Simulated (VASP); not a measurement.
Si2W (AlB2 type), 3 atoms in the cell. Symmetry: P6/mmm, No. 191, hexagonal system. Conventional cell: a = 3.737 Å, b = 3.737 Å, c = 2.359 Å, α = 90.00°, β = 90.00°, γ = 120.00°. Within 3.1 Å of W (site symmetry 6/mmm) lie 2 W at 2.36 Å and 12 Si at 2.46 Å. Within 2.9 Å of Si (site symmetry -6m2) lie 5 Si at 2.16 to 2.36 Å and 6 W at 2.46 Å. 

```yaml
Program: VASP 6.6.1
Task: single point
Functional: PBE
Potentials_or_basis: VASP PAW PBE potentials, release 64 (W_sv, Si)
Cutoff: 520 eV
k_mesh: 10 × 10 × 8
Occupations: fermi-dirac, width 0.05 eV
Spin: no spin polarisation
Dipole_correction: no
Further_INCAR_settings: ALGO = Normal; EDIFF = 1e-07; NBANDS = 18
```

Potentials or basis: VASP PAW PBE potentials, release 64 (W_sv, Si).

Run with:

```console
$ cat potpaw_PBE.64/W_sv/POTCAR potpaw_PBE.64/Si/POTCAR > POTCAR
$ mpirun -np 1 vasp_std > vasp.out
```

Hardware: 1 thread of AMD EPYC 7R13 (shared host).

Q: Estimate the wall time of this run.

A: Wall time 81 s on 1 thread of AMD EPYC 7R13, with other jobs on the host, peak memory 0.13 GiB. Counts: scf iterations 14, k points 70.
